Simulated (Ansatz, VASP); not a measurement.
Given: the input of a run of Ansatz 0.2.0 on Fe3SnSb.

The input input.yaml:

```yaml
crystal:
  lattice:
    - [4.2657113357, 0.0, 0.0]
    - [-2.1328556679, 3.694214382, 0.0]
    - [0.0, 0.0, 5.4707012405]
  atoms:
    - { symbol: Sb, position: [0.3333333333, 0.6666666667, 0.820475] }
    - { symbol: Sn, position: [0.0, 0.0, 0.17868] }
    - { symbol: Fe, position: [0.6666666667, 0.3333333333, 0.497558], spin: 3.0 }
    - { symbol: Fe, position: [0.3333333333, 0.6666666667, 0.341871], spin: 3.0 }
    - { symbol: Fe, position: [0.0, 0.0, 0.661415], spin: 3.0 }
hamiltonian:
  xc: pbe
  pseudopotentials: { kind: paw }
magnetization:
  spin_polarized: true
kpoints:
  mp_grid: { grid: [7, 7, 5] }
scf:
  occupations: { method: fermi_dirac, width: 0.05 }
output:
  forces: true
  stress: true
  eigenvalues: true
```

Potentials or basis: Ansatz PAW.

Launch:

```bash
$ ansatz run input.yaml --threads 2 --pin off --max-ram 5120MiB --backend cpu --events-out ev --progress --plain --runs-dir out
```

Question: Set up the same calculation for VASP 6.6.1. Potentials there: VASP PAW PBE potentials, release 64 (Sb, Sn_d, Fe).

Answer: As run (the cutoff follows the program's own potentials):

The input INCAR:

```
SYSTEM = Fe3SnSb
ALGO = Normal
EDIFF = 1E-6
ENCUT = 520
GGA = PE
ISIF = 2
ISMEAR = -1
ISPIN = 2
LASPH = .True.
LCHARG = .True.
LELF = .True.
LMAXMIX = 4
LORBIT = 11
LREAL = .False.
LVHAR = .True.
LWAVE = .False.
MAGMOM = 0 0 3 3 3
NBANDS = 34
NELM = 150
PREC = Accurate
SIGMA = 0.05
```

File KPOINTS:

```
k-points
0
Gamma
  7 7 5
  0 0 0
```

POSCAR

```
Fe3SnSb
1.0
    4.2657113357      0.0000000000      0.0000000000
   -2.1328556679      3.6942143820      0.0000000000
    0.0000000000      0.0000000000      5.4707012405
Sb Sn Fe
1 1 3
Direct
    0.3333333333      0.6666666667      0.8204750000
    0.0000000000      0.0000000000      0.1786800000
    0.6666666667      0.3333333333      0.4975580000
    0.3333333333      0.6666666667      0.3418710000
    0.0000000000      0.0000000000      0.6614150000
```

Potentials or basis: VASP PAW PBE potentials, release 64 (Sb, Sn_d, Fe).

Launch:

```console
$ cat potpaw_PBE.64/Sb/POTCAR potpaw_PBE.64/Sn_d/POTCAR potpaw_PBE.64/Fe/POTCAR > POTCAR
$ mpirun -np 1 vasp_std > vasp.out
```

Both were run:

|  | VASP | Ansatz | Ansatz less VASP |
| --- | --- | --- | --- |
| gap on the k mesh at the Fermi level (eV) | none | none | - |
| pressure (GPa) | -3.4 | -3.3 | +0.04 |
| traceless stress, the component that is largest in VASP (GPa) | 0.47 | 0.59 | +0.114 |
| rms of the force components (eV/Å) | 0.058 | 0.053 | -0.0057 |
| net moment per atom (μB) | 1.21 | 1.21 | -0.001 |
| size of the moment on the site where the two differ most (μB) | 0.10 | 0.05 | -0.046 |

Site moments also hang on the region over which each program counts them. Atom by atom the forces differ by 0.007 eV/Å (rms over components). A gap of «none» marks a metal or a gap that the smearing closes. VASP's potentials hold 43 valence electrons a cell and Ansatz's 77, so a difference there can come from the potentials and not from the codes.

Spin-orbit coupling is off throughout.
